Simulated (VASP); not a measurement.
Set up this calculation in VASP 6.6.1, as the native input.

| Property | Result |
| --- | --- |
| Task | single point |
| Functional | PBE |
| Potentials or basis | VASP PAW PBE potentials, release 64 (Li_sv, F) |
| Cutoff | 520 eV |
| k mesh | 10 × 10 × 10 |
| Occupations | fermi-dirac, width 0.02 eV |
| Spin | no spin polarisation |
| Dipole correction | no |
| Further INCAR settings | ALGO = Normal; EDIFF = 1e-06; NBANDS = 12 |

The structure of LiF lies in POSCAR:

```
LiF
1.0
    0.0000000000      2.0148204549      2.0148204549
    2.0148204549      0.0000000000      2.0148204549
    2.0148204549      2.0148204549      0.0000000000
Li F
1 1
Direct
    0.0000000000      0.0000000000      0.0000000000
    0.5000000000      0.5000000000      0.5000000000
```

This cell differs from its parent crystal: strain +1.0%.

One way to write it, as run:

INCAR

```
SYSTEM = LiF
  ALGO = Normal
  EDIFF = 1E-6
  ENCUT = 520
  GGA = PE
  ISIF = 2
  ISMEAR = -1
  LASPH = .TRUE.
  LCHARG = .FALSE.
  LREAL = .FALSE.
  LWAVE = .FALSE.
  NBANDS = 12
  NELM = 80
  PREC = Accurate
  SIGMA = 0.02
```

KPOINTS

```
k-points
0
G
  10 10 10
  0 0 0
```

Potentials or basis: VASP PAW PBE potentials, release 64 (Li_sv, F).

Command:

```sh
$ cat potpaw_PBE.64/Li_sv/POTCAR potpaw_PBE.64/F/POTCAR > POTCAR
$ mpirun -np 1 vasp_std > vasp.out
```

Results of the run:

```
Band gap on the k mesh : 9.08 eV, direct
```

Caveat: the cell differs from its parent crystal (strain +1.0%).

It took 19 s on 1 thread of AMD EPYC 7571 (shared host), peak memory 0.1 GiB.
